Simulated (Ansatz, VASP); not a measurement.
## One calculation of Sc2GaN3, two programs

```
CELL_PARAMETERS angstrom
3.49308 0.00000 0.00000
-1.74654 3.02510 0.00000
0.00000 0.00000 7.06919
ATOMIC_POSITIONS crystal
Sc 0.33333 0.66667 0.81932
Sc 0.33333 0.66667 0.18068
Ga 0.66667 0.33333 0.50000
N 0.66667 0.33333 0.00000
N 0.00000 0.00000 0.50000
N 0.00000 0.00000 0.00000
```

Change from the starting cell: species swapped into the Ce2CuSi3 type (P-6m2, No. 187).

Alike in both runs: functional PBE; k mesh 4 × 4 × 2; occupations gaussian, width 0.15 eV; no spin polarisation.

Ansatz relaxed the structure, and its values are those at the end. VASP's run is a single point on that final structure, the one shown.

|  | VASP | Ansatz |
| --- | --- | --- |
| version | VASP 6.6.1 | Ansatz 0.2.0 |
| potentials or method | VASP PAW PBE potentials, release 64 (Sc_sv, Ga_d, N), cutoff 600 eV | scalar-relativistic, plane waves, PAW |
| valence electrons in the cell | 50 | 50 |

```csv
,VASP,Ansatz,Ansatz less VASP
gap on the k mesh at the Fermi level (eV),none,none,-
pressure (GPa),0.2,-0.2,-0.37
rms of the force components (eV/Å),0.040,0.015,-0.0252
```

A gap of «none» marks a metal or a gap that the smearing closes. With one functional, cell and mesh, what is left measures potentials, basis and numerics.

The k mesh is coarse, so the values compare programs but aren't converged.
